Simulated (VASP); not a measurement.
Input of a VASP 6.6.1 run:

File INCAR:

```
ALGO = Normal ; EDIFF = 1E-6
ENCUT = 520 ; GGA = PE
ISIF = 2 ; ISMEAR = 0
LASPH = True ; LCHARG = False
LREAL = False ; LWAVE = False
NBANDS = 11 ; NELM = 100
PREC = Accurate ; SIGMA = 0.05
```

File KPOINTS:

```
k-points
0
Gamma
  10 10 10
```

The input POSCAR:

```
AlN
1.0
    0.0165119033      2.2015871044      2.2015871044
    2.2015871044      0.0165119033      2.2015871044
    2.2180990077      2.2180990077      0.0000000000
Al N
1 1
Direct
    0.0000000000      0.0000000000      0.0000000000
    0.7500000000      0.7500000000      0.7500000000
```

Potentials or basis: VASP PAW PBE potentials, release 64 (Al, N).

Command:

```bash
$ cat potpaw_PBE.64/Al/POTCAR potpaw_PBE.64/N/POTCAR > POTCAR
$ mpirun -np 1 vasp_std > vasp.out
```

Q: What does it give for the pressure?

A: -0.2 GPa.

Q: Predict the band gap on the k mesh.

A: 3.26 eV, indirect (least direct gap 3.94 eV).

Forces in eV/Å, atoms in the order of the input:
```
Al   0.000  0.000 -0.120
N    0.000  0.000  0.120
```

Caveat: the cell differs from its parent crystal (strain +0.0150 x Voigt [0, 0, 0, 0, 0, 1]). A k mesh can miss the band edges.
